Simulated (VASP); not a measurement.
Write the native input for VASP 6.6.1 that does the following.

```yaml
Task: single point
Functional: PBEsol
Potentials_or_basis: VASP PAW PBE potentials, release 64 (Ca_sv, Br)
Cutoff: 520 eV
k_mesh: 15 × 15 × 12
Occupations: gaussian, width 0.15 eV
Spin: no spin polarisation
Dipole_correction: no
Further_INCAR_settings: ALGO = Normal; EDIFF = 1e-06; NBANDS = 16
```

The structure of CaBr lies in POSCAR:

```
CaBr
1.0
    3.9170223818      0.0000000000      0.0000000000
   -1.9585111909      3.3922408898      0.0000000000
    0.0000000000      0.0000000000      3.6898789000
Ca Br
1 1
Direct
    0.0000000000      0.0000000000      0.0000000000
    0.3333333333      0.6666666667      0.5000000000
```

This cell differs from its parent crystal: strain -0.1500 x Voigt [0, 0, 1, 0, 0, 0].

The input as run:

INCAR

```
SYSTEM = CaBr
PREC = Accurate ; ENCUT = 520
EDIFF = 1E-6 ; ISMEAR = 0
SIGMA = 0.15 ; LREAL = .FALSE.
LASPH = .TRUE. ; NELM = 60
ALGO = Normal ; ISIF = 2
LWAVE = .FALSE. ; LCHARG = .FALSE.
GGA = PS ; NBANDS = 16
```

KPOINTS

```
Automatic mesh
0
G
  15 15 12
  0 0 0
```

Potentials or basis: VASP PAW PBE potentials, release 64 (Ca_sv, Br).

Run with:

```console
$ cat potpaw_PBE.64/Ca_sv/POTCAR potpaw_PBE.64/Br/POTCAR > POTCAR
$ mpirun -np 1 vasp_std > vasp.out
```

It gave:

```json
{"Pressure": "3.3 GPa", "Band gap on the k mesh": "zero (an odd number of electrons rules out a gap without spin polarisation)"}
```

Caveat: the cell differs from its parent crystal (strain -0.1500 x Voigt [0, 0, 1, 0, 0, 0]); the stress differs along the axes, from 1 to 7 GPa; the PAW data sets were made with another functional, which shifts forces and pressure a little; an odd number of electrons without spin polarisation forces a metal; a magnetic or distorted state may lie lower.

Run time: 90 s on 1 thread of Intel(R) Xeon(R) Platinum 8375C CPU @ 2.90GHz (Ice Lake), with other jobs on the host, peak memory 0.28 GiB.
